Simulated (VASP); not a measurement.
Runs of VASP 6.6.1 on Ba5Na4Al2O10. The cell holds an amorphous packing of atoms, 21 atoms: a = 6.933 Å, b = 7.215 Å, c = 6.739 Å, α = 90.92°, β = 88.87°, γ = 91.24°. 

| smearing | gap on the mesh (eV) | pressure (GPa) | largest force (eV/Å) |
| --- | --- | --- | --- |
| fermi-dirac 0.1172 eV | 1.74 | 14.1 | 3.45 |
| fermi-dirac 0.2111 eV | 1.55 | 12.4 | 4.24 |
| fermi-dirac 0.293 eV | 1.66 | 13.8 | 6.96 |
| fermi-dirac 0.05 eV | (a) | 8.3 | (b) |

Alike in all rows: task single point; level PBE; potentials or basis VASP PAW PBE potentials, release 64 (Ba_sv, O, Al, Na_pv); no spin polarisation; cell as given; k mesh 1 × 1 × 1; cutoff (eV) 520.

Q: Estimate the missing entries.

A: (a) 2.13; (b) 1.62.

Caveats: all runs use coarse meshes; spin-orbit coupling is left out, which moves the levels of the heavy elements.

A k mesh can miss the band edges, and the runs leave out spin-orbit coupling on Ba.
